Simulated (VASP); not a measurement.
# C (Fd-3m) in VASP: single point with PBE

Aim: the single point of C with PBE.

Everything below comes from runs of VASP 6.6.1. Logs are shortened: lines on timing, memory, paths and dates and some standing lists are left out, and cuts for length are marked.

### 1 The cell of the first run

The structure is cubic, space group Fd-3m (No. 227). The conventional cell has a = 3.572 Å, b = 3.572 Å, c = 3.572 Å, α = 90.00°, β = 90.00°, γ = 90.00°. Within 2.1 Å of C (site symmetry -43m) lie 4 C at 1.55 Å.

### 2 Single point, PBE

Input file INCAR:

```
SYSTEM = C
ALGO = Normal ; EDIFF = 1E-6
ENCUT = 600 ; GGA = PE
GGA_COMPAT = .FALSE. ; ISIF = 2
ISMEAR = -1 ; ISYM = 0
LASPH = .TRUE. ; LCHARG = .FALSE.
LREAL = .FALSE. ; LWAVE = .FALSE.
NBANDS = 11 ; NELM = 120
PREC = Accurate ; SIGMA = 0.01
```

Input file KPOINTS:

```
Automatic mesh
0
Gamma
  6 6 6
  0.5 0.5 0.5
```

Input file POSCAR:

```
C
1.0
    0.0000000000      1.7858109333      1.7858109333
    1.7858109333      0.0000000000      1.7858109333
    1.7858109333      1.7858109333      0.0000000000
C
2
Direct
    0.0000000000      0.0000000000      0.0000000000
    0.2500000000      0.2500000000      0.2500000000
```

Potentials or basis: VASP PAW PBE potentials, release 64 (C).

Started as:

```console
$ cat potpaw_PBE.64/C/POTCAR > POTCAR
$ mpirun -np 1 vasp_std > vasp.out
```

OUTCAR:

```text
SYSTEM = C
   EDIFF = 1E-6
   ENCUT = 600
   GGA = PE
   ISIF = 2
   ISMEAR = -1
   ISYM = 0
   LASPH = .TRUE.
   LREAL = .FALSE.
   NELM = 120
   PREC = Accurate

 ion  position               nearest neighbor table
   1  0.000  0.000  0.000-   2 1.55   2 1.55   2 1.55   2 1.55
   2  0.250  0.250  0.250-   1 1.55   1 1.55   1 1.55   1 1.55

IMPORTANT INFORMATION: All symmetrisations will be switched off!
NOSYMM: (Re-)initialisation of all symmetry stuff for point group C_1.

----------------------------------------------------------------------------------------

                                     Primitive cell

  volume of cell :      11.3903

  direct lattice vectors                    reciprocal lattice vectors
     0.000000000  1.785810933  1.785810933    -0.279984846  0.279984846  0.279984846
     1.785810933  0.000000000  1.785810933     0.279984846 -0.279984846  0.279984846
     1.785810933  1.785810933  0.000000000     0.279984846  0.279984846 -0.279984846

  length of vectors
     2.525518042  2.525518042  2.525518042     0.484947979  0.484947979  0.484947979

  position of ions in fractional coordinates (direct lattice)
     0.000000000  0.000000000  0.000000000
     0.250000000  0.250000000  0.250000000

  ion indices of the primitive-cell ions
   primitive index   ion index
                 1           1
                 2           2

----------------------------------------------------------------------------------------

 KPOINTS: Automatic mesh

Automatic generation of k-mesh.
 Grid dimensions read from file:
 generate k-points for:    6    6    6

 Generating k-lattice:

  Cartesian coordinates                     Fractional coordinates (reciprocal lattice)
    -0.046664141  0.046664141  0.046664141     0.166666667  0.000000000  0.000000000
     0.046664141 -0.046664141  0.046664141     0.000000000  0.166666667  0.000000000
     0.046664141  0.046664141 -0.046664141     0.000000000  0.000000000  0.166666667

  Length of vectors
     0.080824663  0.080824663  0.080824663

  Shift w.r.t. Gamma in fractional coordinates (k-lattice)
     0.500000000  0.500000000  0.500000000

 Subroutine IBZKPT returns following result:
 ===========================================

 Found    432 irreducible k-points:

 Following reciprocal coordinates:
            Coordinates               Weight
  0.083333  0.083333  0.083333      2.000000
  0.083333  0.000000  0.000000      2.000000
  0.000000  0.000000 -0.083333      2.000000
  0.000000  0.083333  0.000000      2.000000
  0.250000  0.083333  0.083333      2.000000
  0.083333  0.250000  0.083333      2.000000
[... 16 lines left out ...]
  0.000000  0.333333 -0.083333      2.000000
  0.333333  0.000000 -0.083333      2.000000
 [... further k-points ...]
   k-points           NKPTS =    432   k-points in BZ     NKDIM =    432   number of bands    NBANDS=     11
   number of dos      NEDOS =    301   number of ions     NIONS =      2
   total plane-waves  NPLWV =   8000
   dimension x,y,z NGX =    20 NGY =   20 NGZ =   20
   dimension x,y,z NGXF=    40 NGYF=   40 NGZF=   40
   ions per type =               2
   NGX,Y,Z   is equivalent  to a cutoff of  13.17, 13.17, 13.17 a.u.
   NGXF,Y,Z  is equivalent  to a cutoff of  26.33, 26.33, 26.33 a.u.
 SYSTEM =  C
   PREC   = accura    normal or accurate (medium, high low for compatibility)
   ISTART =      0    job   : 0-new  1-cont  2-samecut
   ICHARG =      2    charge: 1-file 2-atom 10-const
   ISPIN  =      1    spin polarized calculation?
   LNONCOLLINEAR =      F non collinear calculations
   LSORBIT =      F    spin-orbit coupling
   LASPH  =      T    aspherical Exc in radial PAW
   ENCUT  =  600.0 eV  44.10 Ry    6.64 a.u.   5.04  5.04  5.04*2*pi/ulx,y,z
   NELM   =    120;   NELMIN=  2; NELMDL= -5     # of ELM steps
   EDIFF  = 0.1E-05   stopping-criterion for ELM
   LREAL  =      F    real-space projection
   EDIFFG = 0.1E-04   stopping-criterion for IOM
   NSW    =      0    number of steps for IOM
   IBRION =     -1    ionic relax: 0-MD 1-quasi-New 2-CG
   NFREE  =      0    steps in history (QN), initial steepest desc. (CG)
   ISIF   =      2    stress and relaxation
   ISYM   =      0    0-nonsym 1-usesym 2-fastsym
   POTIM  = 0.5000    time-step for ionic-motion
   TEBEG  =    0.0;   TEEND  =   0.0 temperature during run
   PSTRESS=    0.0 pullay stress
   NELECT =       8.0000    total number of electrons
   NUPDOWN=      -1.0000    fix difference up-down
   EMIN   =  10.00;   EMAX   =-10.00  energy-range for DOS
   EFERMI =   0.00;   METHOD = LEGACY
   ISMEAR =    -1;   SIGMA  =   0.01  broadening in eV -4-tet -1-fermi 0-gaus
   EFERMI_NEDOS =   21; number of points for ismear=-14 and -15
   IALGO  =     38    algorithm
   IMIX   =      4    mixing-type and parameters
     AMIX     =   0.40;   BMIX     =  1.00
     AMIX_MAG =   1.60;   BMIX_MAG =  1.00
  volume/ion in A,a.u.               =       5.70        38.43
  Fermi-wavevector in a.u.,A,eV,Ry     =   1.455211  2.749950 28.812235  2.117640
  Thomas-Fermi vector in A             =   2.572272
   LORBIT       =      0    0 simple, 1 ext, 2 COOP (PROOUT), +10 PAW based schemes
   GGA     = PE    functional components
   LHFCALC =     F    Hartree Fock is set to
   AEXX    =    0.0000 exact exchange contribution
   IVDW    =     0    specifies the selected vdW correction
   LEPSILON=     F    determine dielectric tensor
   LRPA    =     F    only Hartree local field effects (RPA)
 non-spin polarized calculation
  energy-cutoff  :      600.00
  volume of cell :       11.39
 maximum number of plane-waves:       386
   NGX =  9   NGY =  9   NGZ =  9

 number of electron       7.9999999 magnetization

 Free energy of the ion-electron system (eV)
  ---------------------------------------------------
  ext. energy  EPLUGINS =         0.00000000
  ---------------------------------------------------
  free energy    TOTEN  =       -18.19055033 eV

  energy without entropy =      -18.19055033  energy(sigma->0) =      -18.19055033

 E-fermi :   9.5961     XC(G=0): -13.2301

 val. band max:        9.3479606241   @ k =   0.0833   0.0000   0.0000
 cond. band min:      14.2649706327   @ k =   0.4167   0.0000   0.3333
 fundamental gap:      4.9170100087
 Fermi energy:         9.5961457527

 k-point     1 :       0.0833    0.0833    0.0833
  band No.  band energies     occupation
      1     -11.5606      2.00000
      2       8.4471      2.00000
      3       9.3480      2.00000
      4       9.3480      2.00000
      5      15.6690      0.00000
      6      15.6690      0.00000
      7      15.9578      0.00000
      8      23.0742      0.00000
      9      29.2314      0.00000
     10      34.0425      0.00000
     11      34.0425      0.00000

 k-point     2 :       0.0833    0.0000    0.0000
  band No.  band energies     occupation
      1     -11.5606      2.00000
      2       8.4471      2.00000
      3       9.3480      2.00000
      4       9.3480      2.00000
      5      15.6690      0.00000
      6      15.6690      0.00000
      7      15.9578      0.00000
      8      23.0742      0.00000
      9      29.2314      0.00000
     10      34.0425      0.00000
     11      34.0425      0.00000

 k-point     3 :       0.0000    0.0000   -0.0833
  band No.  band energies     occupation
      1     -11.5606      2.00000
      2       8.4471      2.00000
      3       9.3480      2.00000
      4       9.3480      2.00000
      5      15.6690      0.00000
      6      15.6690      0.00000
      7      15.9578      0.00000
      8      23.0742      0.00000
      9      29.2314      0.00000
     10      34.0425      0.00000
     11      34.0425      0.00000

 k-point     4 :       0.0000    0.0833    0.0000
  band No.  band energies     occupation
      1     -11.5606      2.00000
      2       8.4471      2.00000
      3       9.3480      2.00000
      4       9.3480      2.00000
      5      15.6690      0.00000
      6      15.6690      0.00000
      7      15.9578      0.00000
      8      23.0742      0.00000
      9      29.2314      0.00000
     10      34.0425      0.00000
     11      34.0425      0.00000

 k-point     5 :       0.2500    0.0833    0.0833
  band No.  band energies     occupation
      1     -10.5446      2.00000
      2       5.0249      2.00000
      3       6.9980      2.00000
      4       8.7873      2.00000
      5      16.5311      0.00000
      6      17.6515      0.00000
      7      17.7887      0.00000
      8      23.5380      0.00000
      9      30.3077      0.00000
     10      30.6242      0.00000
     11      32.7997      0.00000

 k-point     6 :       0.0833    0.2500    0.0833
  band No.  band energies     occupation
      1     -10.5446      2.00000
      2       5.0249      2.00000
      3       6.9980      2.00000
      4       8.7873      2.00000
      5      16.5311      0.00000
      6      17.6515      0.00000
      7      17.7887      0.00000
      8      23.5380      0.00000
      9      30.3077      0.00000
     10      30.6242      0.00000
     11      32.7997      0.00000

 k-point     7 :       0.0833    0.0833    0.2500
  band No.  band energies     occupation
      1     -10.5446      2.00000
      2       5.0249      2.00000
      3       6.9980      2.00000
      4       8.7873      2.00000
      5      16.5311      0.00000
      6      17.6515      0.00000
      7      17.7887      0.00000
      8      23.5380      0.00000
      9      30.3077      0.00000
     10      30.6242      0.00000
     11      32.7997      0.00000

 k-point     8 :       0.0833    0.0000   -0.1667
  band No.  band energies     occupation
      1     -10.5446      2.00000
      2       5.0249      2.00000
      3       6.9980      2.00000
      4       8.7873      2.00000
      5      16.5311      0.00000
      6      17.6515      0.00000
      7      17.7887      0.00000
      8      23.5380      0.00000
      9      30.3077      0.00000
     10      30.6242      0.00000
     11      32.7997      0.00000
[... 141 lines left out ...]
 k-point    19 :       0.0833    0.0833    0.4167
  band No.  band energies     occupation
      1      -8.0822      2.00000
      2      -0.4162      2.00000
      3       6.0777      2.00000
      4       7.3464      2.00000
      5      18.0486      0.00000
      6      18.2334      0.00000
      7      18.9086      0.00000
      8      24.7101      0.00000
      9      30.5951      0.00000
     10      31.8174      0.00000
     11      33.9611      0.00000

 k-point    20 :       0.0833    0.0000   -0.3333
  band No.  band energies     occupation
      1      -8.0822      2.00000
      2      -0.4162      2.00000
      3       6.0777      2.00000
      4       7.3464      2.00000
      5      18.0486      0.00000
      6      18.2334      0.00000
      7      18.9086      0.00000
      8      24.7101      0.00000
      9      30.5951      0.00000
     10      31.8174      0.00000
     11      33.9611      0.00000

 k-point    21 :       0.4167    0.3333    0.3333
  band No.  band energies     occupation
      1      -8.0822      2.00000
      2      -0.4162      2.00000
      3       6.0777      2.00000
      4       7.3464      2.00000
      5      18.0486      0.00000
      6      18.2334      0.00000
      7      18.9086      0.00000
      8      24.7101      0.00000
      9      30.5951      0.00000
     10      31.8174      0.00000
     11      33.9611      0.00000

 k-point    22 :       0.0833   -0.3333    0.0000
  band No.  band energies     occupation
      1      -8.0822      2.00000
      2      -0.4162      2.00000
      3       6.0777      2.00000
      4       7.3464      2.00000
      5      18.0486      0.00000
      6      18.2334      0.00000
      7      18.9086      0.00000
      8      24.7101      0.00000
      9      30.5951      0.00000
     10      31.8174      0.00000
     11      33.9611      0.00000

 k-point    23 :       0.0000    0.3333   -0.0833
  band No.  band energies     occupation
      1      -8.0822      2.00000
      2      -0.4162      2.00000
      3       6.0777      2.00000
      4       7.3464      2.00000
      5      18.0486      0.00000
      6      18.2334      0.00000
      7      18.9086      0.00000
      8      24.7101      0.00000
      9      30.5951      0.00000
     10      31.8174      0.00000
     11      33.9611      0.00000

 k-point    24 :       0.3333    0.0000   -0.0833
  band No.  band energies     occupation
      1      -8.0822      2.00000
      2      -0.4162      2.00000
      3       6.0777      2.00000
      4       7.3464      2.00000
      5      18.0486      0.00000
      6      18.2334      0.00000
      7      18.9086      0.00000
      8      24.7101      0.00000
      9      30.5951      0.00000
     10      31.8174      0.00000
     11      33.9611      0.00000

 [... further k-points ...]
[... 5 lines left out ...]
  --------------------------------------------------------------------------------------
  -------------------------------------------------------------------------------------
  Total       -0.0016513     -0.0016513     -0.0016513     -0.0000012     -0.0000021     -0.0000041
  in kB       -0.2322790     -0.2322719     -0.2322792     -0.0001698     -0.0002989     -0.0005778
  external PRESSURE =      -0.2322767 kB  Pullay stress =       0.0000000 kB

 VOLUME and BASIS-vectors are now :
 -----------------------------------------------------------------------------
  energy-cutoff  :      600.00
  volume of cell :       11.39
      direct lattice vectors                 reciprocal lattice vectors
     0.000000000  1.785810933  1.785810933    -0.279984846  0.279984846  0.279984846
     1.785810933  0.000000000  1.785810933     0.279984846 -0.279984846  0.279984846
     1.785810933  1.785810933  0.000000000     0.279984846  0.279984846 -0.279984846

 POSITION                                       TOTAL-FORCE (eV/Angst)
 -----------------------------------------------------------------------------------
      0.00000      0.00000      0.00000        -0.000000      0.000000      0.000000
      0.89291      0.89291      0.89291         0.000000     -0.000000     -0.000000
 -----------------------------------------------------------------------------------
    total drift:                               -0.000000     -0.000000      0.000000

  FREE ENERGIE OF THE ION-ELECTRON SYSTEM (eV)
  ---------------------------------------------------
  free  energy   TOTEN  =       -18.1905503319 eV

  energy  without entropy=      -18.1905503319  energy(sigma->0) =      -18.19055033
```

Wall time 21 s (1 thread of Intel Xeon Platinum 8559C (Emerald Rapids), shared host); peak memory 0.16 GiB.

What came out:

* Free energy: -18.1906 eV
* Pressure: 0.0 GPa
* Band gap on the k mesh: 4.92 eV, indirect (least direct gap 6.32 eV)
